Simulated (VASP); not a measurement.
A run of VASP 6.6.1:

INCAR

```
SYSTEM = As2Se
ALGO     = Normal         ! electronic algorithm
EDIFF    = 1E-6           ! SCF threshold, eV
ENCUT    = 520            ! plane-wave cutoff, eV
GGA      = PS             ! functional
ISIF     = 2              ! what is computed and relaxed
ISMEAR   = 0              ! smearing method
LASPH    = .TRUE.         ! aspherical terms in the spheres
LCHARG   = .TRUE.         ! write CHGCAR
LELF     = .TRUE.         ! ELF
LREAL    = .FALSE.        ! projectors in reciprocal space
LVHAR    = .TRUE.       
LWAVE    = .FALSE.        ! write WAVECAR
NBANDS   = 25             ! bands
NELM     = 100            ! most SCF steps
PREC     = Accurate       ! precision mode
SIGMA    = 0.1            ! smearing width, eV
```

Contents of KPOINTS:

```
k-points
0
G
  4 4 4
  0 0 0
```

Contents of POSCAR:

```
As2Se
1.0
   -3.4800018534      3.5698611133      2.7138155991
    3.4650551887     -3.5484554452      2.6654646872
    3.5467117958      3.6151653877     -2.6853447008
As Se
4 2
Direct
    0.8355842107      0.1169847537      0.7361899387
    0.3812144167      0.1323833428      0.2542506889
    0.8723221829      0.6409321473      0.7534716218
    0.8809949345      0.1285998075      0.2467674228
    0.4934291546      0.4786172632     -0.0251834135
    0.2223645900      0.7165762535      0.5090905786
```

Potentials or basis: VASP PAW PBE potentials, release 64 (As, Se).

Launch:

```console
$ cat potpaw_PBE.64/As/POTCAR potpaw_PBE.64/Se/POTCAR > POTCAR
$ mpirun -np 1 vasp_std > vasp.out
```

Hardware: 1 thread of Intel(R) Xeon(R) Platinum 8488C (Sapphire Rapids) (shared host).

**Question.** Estimate the wall time of this run.

**Answer.** Run time: 80 s on 1 thread of Intel(R) Xeon(R) Platinum 8488C (Sapphire Rapids), with other jobs on the host, peak memory 0.31 GiB. Counts: scf iterations 12, k points 36.
